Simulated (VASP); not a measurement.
# WSe2 in VASP: notebook

The runs below take WSe2 through single point, with PBEsol+D3(BJ).

Program: VASP 6.6.1. These are calculated values, not measurements. Logs are shortened: lines on timing, memory, paths and dates and some standing lists are left out, and cuts for length are marked.

## (1) The cell of the first run

The typed cell holds 6 atoms: a = 3.328 Å, b = 3.328 Å, c = 12.790 Å, α = 90.00°, β = 90.00°, γ = 120.00°.

## (2) Single point, PBEsol+D3(BJ)

File INCAR:

```
  ALGO = Normal
  EDIFF = 1E-6
  ENCUT = 520
  GGA = PS
  ISIF = 2
  ISMEAR = 0
  IVDW = 12
  LASPH = True
  LCHARG = False
  LREAL = False
  LWAVE = False
  NBANDS = 35
  NELM = 60
  PREC = Accurate
  SIGMA = 0.02
```

File KPOINTS:

```
k-points
0
Gamma
  12 12 4
```

File POSCAR:

```
WSe2
1.0
    3.3277952292      0.0000000000      0.0000000000
   -1.6638976146      2.8819552071      0.0000000000
    0.0000000000      0.0000000000     12.7895622463
W Se
2 4
Direct
    0.6666666667      0.3333333333      0.2499821447
    0.3333333333      0.6666666667      0.7500178553
    0.3333333333      0.6666666667      0.3791226596
    0.6666666667      0.3333333333      0.8791583214
    0.3333333333      0.6666666667      0.1208416786
    0.6666666667      0.3333333333      0.6208773404
```

Potentials or basis: VASP PAW PBE potentials, release 64 (W_sv, Se).

The run is started by

```console
$ cat potpaw_PBE.64/W_sv/POTCAR potpaw_PBE.64/Se/POTCAR > POTCAR
$ mpirun -np 1 vasp_std > vasp.out
```

OUTCAR:

```text
EDIFF = 1E-6
   ENCUT = 520
   GGA = PS
   ISIF = 2
   ISMEAR = 0
   IVDW = 12
   LASPH = True
   LREAL = False
   NELM = 60
   PREC = Accurate
 IVDW          = 12

 ion  position               nearest neighbor table
   1  0.667  0.333  0.250-   5 2.53   5 2.53   5 2.53   3 2.53   3 2.53   3 2.53
   2  0.333  0.667  0.750-   4 2.53   4 2.53   4 2.53   6 2.53   6 2.53   6 2.53
   3  0.333  0.667  0.379-   1 2.53   1 2.53   1 2.53
   4  0.667  0.333  0.879-   2 2.53   2 2.53   2 2.53
   5  0.333  0.667  0.121-   1 2.53   1 2.53   1 2.53
   6  0.667  0.333  0.621-   2 2.53   2 2.53   2 2.53

  LATTYP: Found a hexagonal cell.
 ALAT       =     3.3277952292
 C/A-ratio  =     3.8432539761

  Lattice vectors:

 A1 = (   3.3277952292,   0.0000000000,   0.0000000000)
 A2 = (  -1.6638976146,   2.8819552071,   0.0000000000)
 A3 = (   0.0000000000,   0.0000000000,  12.7895622463)

Analysis of symmetry for initial positions (statically):
=====================================================================
 Subroutine PRICEL returns:
 Original cell was already a primitive cell.

 Routine SETGRP: Setting up the symmetry group for a
 hexagonal supercell.

 Subroutine GETGRP returns: Found 12 space group operations
 (whereof 12 operations were pure point group operations)
 out of a pool of 24 trial point group operations.

The static configuration has the point symmetry D_3d.

Analysis of symmetry for dynamics (positions and initial velocities):
=====================================================================
 Subroutine PRICEL returns:
 Original cell was already a primitive cell.

 Routine SETGRP: Setting up the symmetry group for a
 hexagonal supercell.

 Subroutine GETGRP returns: Found 12 space group operations
 (whereof 12 operations were pure point group operations)
 out of a pool of 24 trial point group operations.

The dynamic configuration has the point symmetry D_3d.

 Subroutine INISYM returns: Found 12 space group operations
 (whereof 12 operations are pure point group operations),
 and found     1 'primitive' translations

----------------------------------------------------------------------------------------

                                     Primitive cell

  volume of cell :     122.6590

  direct lattice vectors                    reciprocal lattice vectors
     3.327795229  0.000000000  0.000000000     0.300499259  0.173493328  0.000000000
[... 97 lines left out ...]
   NSW    =      0    number of steps for IOM
   IBRION =     -1    ionic relax: 0-MD 1-quasi-New 2-CG
   NFREE  =      0    steps in history (QN), initial steepest desc. (CG)
   ISIF   =      2    stress and relaxation
   ISYM   =      2    0-nonsym 1-usesym 2-fastsym
   POTIM  = 0.5000    time-step for ionic-motion
   TEBEG  =    0.0;   TEEND  =   0.0 temperature during run
   PSTRESS=    0.0 pullay stress
   NELECT =      52.0000    total number of electrons
   NUPDOWN=      -1.0000    fix difference up-down
   EMIN   =  10.00;   EMAX   =-10.00  energy-range for DOS
   EFERMI =   0.00;   METHOD = LEGACY
   ISMEAR =     0;   SIGMA  =   0.02  broadening in eV -4-tet -1-fermi 0-gaus
   EFERMI_NEDOS =   21; number of points for ismear=-14 and -15
   IALGO  =     38    algorithm
   IMIX   =      4    mixing-type and parameters
     AMIX     =   0.40;   BMIX     =  1.00
     AMIX_MAG =   1.60;   BMIX_MAG =  1.00
  volume/ion in A,a.u.               =      20.44       137.96
  Fermi-wavevector in a.u.,A,eV,Ry     =   1.229823  2.324029 20.578346  1.512466
  Thomas-Fermi vector in A             =   2.364696
   LORBIT       =      0    0 simple, 1 ext, 2 COOP (PROOUT), +10 PAW based schemes
   GGA     = PS    functional components
   LHFCALC =     F    Hartree Fock is set to
   AEXX    =    0.0000 exact exchange contribution
   IVDW    =    12    specifies the selected vdW correction
   LEPSILON=     F    determine dielectric tensor
   LRPA    =     F    only Hartree local field effects (RPA)
 non-spin polarized calculation
 Gauss-broadening in eV      SIGMA  =   0.02
  energy-cutoff  :      520.00
  volume of cell :      122.66
 maximum number of plane-waves:      3348
 NGX is ok and might be reduce to    28
   NGX = 13   NGY = 13   NGZ = 47

 number of electron      51.9999995 magnetization

 Free energy of the ion-electron system (eV)
  ---------------------------------------------------
  ext. energy  EPLUGINS =         0.00000000
  ---------------------------------------------------
  free energy    TOTEN  =       -46.49624664 eV

  energy without entropy =      -46.49624664  energy(sigma->0) =      -46.49624664

 E-fermi :   6.2713     XC(G=0): -10.8731

 val. band max:        6.1695220986   @ k =   0.0000   0.0000   0.0000
 cond. band min:       7.0481574516   @ k =   0.1667   0.1667   0.0000
 fundamental gap:      0.8786353529
 Fermi energy:         6.2712887240

 k-point     1 :       0.0000    0.0000    0.0000
  band No.  band energies     occupation
      1     -68.2844      2.00000
      2     -68.2844      2.00000
      3     -32.5095      2.00000
      4     -32.5094      2.00000
      5     -32.4177      2.00000
      6     -32.4177      2.00000
[... 901 lines left out ...]
     34       9.2883      0.00000
     35      11.9833      0.00000

 [... further k-points ...]

------------------------ aborting loop because EDIFF is reached ----------------------------------------

 Edisp (eV)   -2.60450

 E8    (eV) :    -1.7507

  FORCE on cell =-STRESS in cart. coord.  units (eV):
  Direction    XX          YY          ZZ          XY          YZ          ZX
  --------------------------------------------------------------------------------------
  -------------------------------------------------------------------------------------
  Total      -5.19576    -5.19576    -1.74750     0.00000     0.00000     0.00000
  in kB     -67.86718   -67.86718   -22.82597     0.00000     0.00000     0.00000
  external pressure =      -52.85 kB  Pullay stress =        0.00 kB

 VOLUME and BASIS-vectors are now :
 -----------------------------------------------------------------------------
  energy-cutoff  :      520.00
  volume of cell :      122.66
      direct lattice vectors                 reciprocal lattice vectors
     3.327795229  0.000000000  0.000000000     0.300499259  0.173493328  0.000000000
    -1.663897615  2.881955207  0.000000000     0.000000000  0.346986656  0.000000000
     0.000000000  0.000000000 12.789562246     0.000000000  0.000000000  0.078188759

 POSITION                                       TOTAL-FORCE (eV/Angst)
 -----------------------------------------------------------------------------------
      1.66390      0.96065      3.19716         0.000000      0.000000      0.000109
     -0.00000      1.92130      9.59240        -0.000000      0.000000     -0.000109
     -0.00000      1.92130      4.84881        -0.000000      0.000000      0.060983
      1.66390      0.96065     11.24405        -0.000000      0.000000      0.060733
     -0.00000      1.92130      1.54551        -0.000000     -0.000000     -0.060733
      1.66390      0.96065      7.94075        -0.000000      0.000000     -0.060983
 -----------------------------------------------------------------------------------
    total drift:                                0.000000     -0.000000     -0.000000

  FREE ENERGIE OF THE ION-ELECTRON SYSTEM (eV)
  ---------------------------------------------------
  free  energy   TOTEN  =       -49.1007515624 eV

  energy  without entropy=      -49.1007515624  energy(sigma->0) =      -49.10075156
```

stdout:

```text
POSCAR found type information on POSCAR W Se
 POSCAR found :  2 types and       6 ions
 scaLAPACK will be used
 -----------------------------------------------------------------------------
|                                                                             |
|                                                                             |
|     You enforced a specific xc type in the INCAR file but a different       |
|     I HOPE YOU KNOW WHAT YOU ARE DOING!                                     |
|                                                                             |
 -----------------------------------------------------------------------------

 LDA part: xc-table for (Slater+PW92), standard interpolation
 POSCAR, INCAR and KPOINTS ok, starting setup
 FFT: planning ... GRIDC
 FFT: planning ... GRID_SOFT
 FFT: planning ... GRID
 WAVECAR not read
 entering main loop
```

Run time: 3.9 min. Hardware: 1 thread of Intel Xeon Platinum 8488C (Sapphire Rapids), shared host; peak memory 0.41 GiB.

What came out:

| Item | Value |
| --- | --- |
| Free energy | -49.1008 eV |
| Pressure | -5.3 GPa |
| Largest force | 0.061 eV/Å |
| Band gap on the k mesh | 0.88 eV, indirect (least direct gap 1.36 eV) |
| Dispersion energy per atom | -0.434 eV |

Forces in eV/Å, atoms in the order of the input:
```
W    0.000  0.000  0.000
W    0.000  0.000  0.000
Se   0.000  0.000  0.061
Se   0.000  0.000  0.061
Se   0.000  0.000 -0.061
Se   0.000  0.000 -0.061
```

Caveat: the PAW data sets were made with another functional, which shifts forces and pressure a little; spin-orbit coupling is left out, which moves the levels of the heavy elements. As with any semilocal functional, this PBEsol gap is likely too small.

## (3) Single point, PBEsol+D3(BJ) (equal strain along all axes, cell held: +4.5 %, then relaxed in part)

File INCAR:

```
PREC = Accurate
ENCUT = 520
EDIFF = 1E-6
ISMEAR = 0
SIGMA = 0.02
LREAL = False
LASPH = True
NELM = 60
ALGO = Normal
ISIF = 2
LWAVE = False
LCHARG = False
GGA = PS
IVDW = 12
NBANDS = 35
```

File KPOINTS:

```
regular mesh
0
Gamma
  12 12 4
```

File POSCAR:

```
WSe2
1.0
    3.3762582666      0.0000000000      0.0000000000
   -1.6881291333      2.9239254286      0.0000000000
    0.0000000000      0.0000000000     12.9758180072
W Se
2 4
Direct
    0.6666666667      0.3333333333      0.2499730486
    0.3333333333      0.6666666667      0.7500269514
    0.3333333333      0.6666666667      0.3760728470
    0.6666666667      0.3333333333      0.8761269638
    0.3333333333      0.6666666667      0.1238730362
    0.6666666667      0.3333333333      0.6239271530
```

Potentials or basis: VASP PAW PBE potentials, release 64 (W_sv, Se).

The run is started by

```console
$ cat potpaw_PBE.64/W_sv/POTCAR potpaw_PBE.64/Se/POTCAR > POTCAR
$ mpirun -np 1 vasp_std > vasp.out
```

OUTCAR:

```text
PREC = Accurate
   ENCUT = 520
   EDIFF = 1E-6
   ISMEAR = 0
   LREAL = False
   LASPH = True
   NELM = 60
   ISIF = 2
   GGA = PS
   IVDW = 12
 IVDW          = 12

 ion  position               nearest neighbor table
   1  0.667  0.333  0.250-   3 2.54   3 2.54   3 2.54   5 2.54   5 2.54   5 2.54
   2  0.333  0.667  0.750-   6 2.54   6 2.54   6 2.54   4 2.54   4 2.54   4 2.54
   3  0.333  0.667  0.376-   1 2.54   1 2.54   1 2.54
   4  0.667  0.333  0.876-   2 2.54   2 2.54   2 2.54
   5  0.333  0.667  0.124-   1 2.54   1 2.54   1 2.54
   6  0.667  0.333  0.624-   2 2.54   2 2.54   2 2.54

  LATTYP: Found a hexagonal cell.
 ALAT       =     3.3762582666
 C/A-ratio  =     3.8432539760

  Lattice vectors:

 A1 = (   3.3762582666,   0.0000000000,   0.0000000000)
 A2 = (  -1.6881291333,   2.9239254286,   0.0000000000)
 A3 = (   0.0000000000,   0.0000000000,  12.9758180072)

Analysis of symmetry for initial positions (statically):
=====================================================================
 Subroutine PRICEL returns:
 Original cell was already a primitive cell.

 Routine SETGRP: Setting up the symmetry group for a
 hexagonal supercell.

 Subroutine GETGRP returns: Found 12 space group operations
 (whereof 12 operations were pure point group operations)
 out of a pool of 24 trial point group operations.

The static configuration has the point symmetry D_3d.

Analysis of symmetry for dynamics (positions and initial velocities):
=====================================================================
 Subroutine PRICEL returns:
 Original cell was already a primitive cell.

 Routine SETGRP: Setting up the symmetry group for a
 hexagonal supercell.

 Subroutine GETGRP returns: Found 12 space group operations
 (whereof 12 operations were pure point group operations)
 out of a pool of 24 trial point group operations.

The dynamic configuration has the point symmetry D_3d.

[... 128 lines left out ...]
  Fermi-wavevector in a.u.,A,eV,Ry     =   1.212171  2.290670 19.991820  1.469357
  Thomas-Fermi vector in A             =   2.347663
   LORBIT       =      0    0 simple, 1 ext, 2 COOP (PROOUT), +10 PAW based schemes
   GGA     = PS    functional components
   LHFCALC =     F    Hartree Fock is set to
   AEXX    =    0.0000 exact exchange contribution
   IVDW    =    12    specifies the selected vdW correction
   LEPSILON=     F    determine dielectric tensor
   LRPA    =     F    only Hartree local field effects (RPA)
 non-spin polarized calculation
 Gauss-broadening in eV      SIGMA  =   0.02
  energy-cutoff  :      520.00
  volume of cell :      128.10
 maximum number of plane-waves:      3481
 NGX is ok and might be reduce to    28
   NGX = 13   NGY = 13   NGZ = 49

 number of electron      51.9999999 magnetization

 Free energy of the ion-electron system (eV)
  ---------------------------------------------------
  ext. energy  EPLUGINS =         0.00000000
  ---------------------------------------------------
  free energy    TOTEN  =       -46.39040616 eV

  energy without entropy =      -46.39040616  energy(sigma->0) =      -46.39040616

 E-fermi :   6.0263     XC(G=0): -10.6210

 val. band max:        5.7287826834   @ k =   0.0000   0.0000   0.0000
 cond. band min:       6.5240031391   @ k =   0.3333   0.3333   0.0000
 fundamental gap:      0.7952204558
 Fermi energy:         6.0263499895

 k-point     1 :       0.0000    0.0000    0.0000
  band No.  band energies     occupation
      1     -68.8035      2.00000
      2     -68.8035      2.00000
      3     -32.9962      2.00000
      4     -32.9961      2.00000
      5     -32.9457      2.00000
      6     -32.9457      2.00000
[... 901 lines left out ...]
     34       8.6892      0.00000
     35      11.2439      0.00000

 [... further k-points ...]

------------------------ aborting loop because EDIFF is reached ----------------------------------------

 Edisp (eV)   -2.48795

 E8    (eV) :    -1.6716

  FORCE on cell =-STRESS in cart. coord.  units (eV):
  Direction    XX          YY          ZZ          XY          YZ          ZX
  --------------------------------------------------------------------------------------
  -------------------------------------------------------------------------------------
  Total      -7.58193    -7.58193    -2.28510    -0.00000     0.00000     0.00000
  in kB     -94.83169   -94.83169   -28.58115    -0.00000     0.00000     0.00000
  external pressure =      -72.75 kB  Pullay stress =        0.00 kB

 VOLUME and BASIS-vectors are now :
 -----------------------------------------------------------------------------
  energy-cutoff  :      520.00
  volume of cell :      128.10
      direct lattice vectors                 reciprocal lattice vectors
     3.376258267  0.000000000  0.000000000     0.296185872  0.171002993  0.000000000
    -1.688129133  2.923925429  0.000000000     0.000000000  0.342005986  0.000000000
     0.000000000  0.000000000 12.975818007     0.000000000  0.000000000  0.077066432

 POSITION                                       TOTAL-FORCE (eV/Angst)
 -----------------------------------------------------------------------------------
      1.68813      0.97464      3.24360         0.000000     -0.000000      0.000055
     -0.00000      1.94928      9.73221        -0.000000      0.000000     -0.000055
     -0.00000      1.94928      4.87985         0.000000      0.000000      0.054486
      1.68813      0.97464     11.36846         0.000000     -0.000000      0.054234
     -0.00000      1.94928      1.60735         0.000000     -0.000000     -0.054234
      1.68813      0.97464      8.09597         0.000000     -0.000000     -0.054486
 -----------------------------------------------------------------------------------
    total drift:                               -0.000000      0.000000     -0.000000

  FREE ENERGIE OF THE ION-ELECTRON SYSTEM (eV)
  ---------------------------------------------------
  free  energy   TOTEN  =       -48.8783557231 eV

  energy  without entropy=      -48.8783557231  energy(sigma->0) =      -48.87835572
```

Run time: 4.7 min. Hardware: 1 thread of Intel Xeon Platinum 8488C (Sapphire Rapids), shared host; peak memory 0.42 GiB.

Results:

- Free energy: -48.8784 eV
- Pressure: -7.3 GPa
- Largest force: 0.054 eV/Å
- Band gap on the k mesh: 0.80 eV, indirect (least direct gap 1.22 eV)
- Dispersion energy per atom: -0.415 eV

Forces on the atoms (eV/Å):
```
W    0.000  0.000  0.000
W    0.000  0.000  0.000
Se   0.000  0.000  0.054
Se   0.000  0.000  0.054
Se   0.000  0.000 -0.054
Se   0.000  0.000 -0.054
```

Caveat: the cell differs from its parent crystal (equal strain along all axes, cell held: +4.5 %, then relaxed in part); the PAW data sets were made with another functional, which shifts forces and pressure a little; spin-orbit coupling is left out, which moves the levels of the heavy elements.
